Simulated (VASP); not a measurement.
BaTiO3, 5 atoms in the cell. The typed cell holds 5 atoms: a = 3.842 Å, b = 3.842 Å, c = 3.842 Å, α = 90.00°, β = 90.00°, γ = 90.00°. 

* Program: VASP 6.6.1
* Task: single point
* Functional: PBE
* Potentials or basis: VASP PAW PBE potentials, release 64 (Ba_sv, Ti_sv, O)
* Cutoff: 520 eV
* k mesh: 4 × 4 × 4
* Occupations: gaussian, width 0.01 eV
* Spin: no spin polarisation
* Dipole correction: no
* Further INCAR settings: ALGO = Normal; EDIFF = 1e-06; NBANDS = 28

Potentials or basis: VASP PAW PBE potentials, release 64 (Ba_sv, Ti_sv, O).

The run is started by

```sh
$ cat potpaw_PBE.64/Ba_sv/POTCAR potpaw_PBE.64/Ti_sv/POTCAR potpaw_PBE.64/O/POTCAR > POTCAR
$ mpirun -np 1 vasp_std > vasp.out
```

Hardware: 1 thread of AMD EPYC 9R45 96-Core Processor (Zen 5) (shared host).

Q: How long does it take, and how much memory?

A: It took 23 s on 1 thread of AMD EPYC 9R45 96-Core Processor (Zen 5), with other jobs on the host, peak memory 0.16 GiB. Counts: scf iterations 17, k points 18.
